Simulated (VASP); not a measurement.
PbS:

```
CELL_PARAMETERS angstrom
2.06599 -5.95109 0.00000
2.06599 5.95109 0.00000
0.00000 0.00000 4.25060
ATOMIC_POSITIONS crystal
Pb 0.13056 0.86944 0.25000
Pb 0.86944 0.13056 0.75000
S 0.35480 0.64520 0.25000
S 0.64520 0.35480 0.75000
```

Base run:

```yaml
Program: VASP 6.6.1
Functional: LDA
Potentials_or_basis: VASP PAW LDA potentials, release 64 (Pb_d, S)
Cutoff: 520 eV
k_mesh: 7 × 7 × 6
Occupations: fermi-dirac, width 0.05 eV
Spin: no spin polarisation
```

Its results: band gap on the k mesh 1.06 eV (least direct gap 1.29 eV); pressure -2.5 GPa; largest force 0.026 eV/Å.

Question: The run is repeated on the same cell with these changes: functional from LDA to r2SCAN; potentials or basis from VASP PAW LDA potentials, release 64 (Pb_d, S) to VASP PAW PBE potentials, release 64 (Pb_d, S). What comes out?

Answer: Band gap on the k mesh 1.48 eV (least direct gap 1.79 eV); pressure 1.1 GPa; largest force 0.123 eV/Å.

Caveats: spin-orbit coupling is left out, which moves the levels of the heavy elements; an odd mesh through Γ misses points on the zone boundary, where band edges can lie; the PAW data sets were made with another functional, which shifts forces and pressure a little (at least some runs).
